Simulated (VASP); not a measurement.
Crystal: Mo.

```xyz
1
Lattice="-1.5734 1.5734 1.5734 1.5734 -1.5734 1.5734 1.5734 1.5734 -1.5734" Properties=species:S:1:pos:R:3 pbc="T T T"
Mo    0.0000    0.0000    0.0000
```

| Item | Value |
| --- | --- |
| Program | VASP 6.6.1 |
| Task | relaxation of cell and atoms |
| Functional | LDA |
| Potentials or basis | VASP PAW LDA potentials, release 64 (Mo_sv) |
| Cutoff | 500 eV |
| k mesh | 9 × 9 × 9 |
| Occupations | gaussian, width 0.05 eV |
| Spin | no spin polarisation |

At the start: pressure -8.5 GPa; volume 15.58 Å³/atom.

Task: Where does the relaxation end?

Result: Over 4 steps the energy falls by 12.9 meV/atom and the volume is 15.11 Å³/atom (-3.0 %); space group Im-3m (No. 229, to 0.05 Å).

The path:
```
step  energy change (eV)  largest force (eV/Å)  pressure (GPa)  volume (Å³)
   1              0.0000                0.0000           -8.52        15.58
   2              0.1132                0.0000           33.09        13.79
   3             -0.0129                0.0000           -0.34        15.13
   4             -0.0129                0.0000           -0.05        15.11
```

Final structure:
```yaml
crystal:
  lattice:
    - [-1.55746, 1.55746, 1.55746]
    - [1.55746, -1.55746, 1.55746]
    - [1.55746, 1.55746, -1.55746]
  atoms:
    - { symbol: Mo, position: [0.00000, 0.00000, 0.00000] }
```
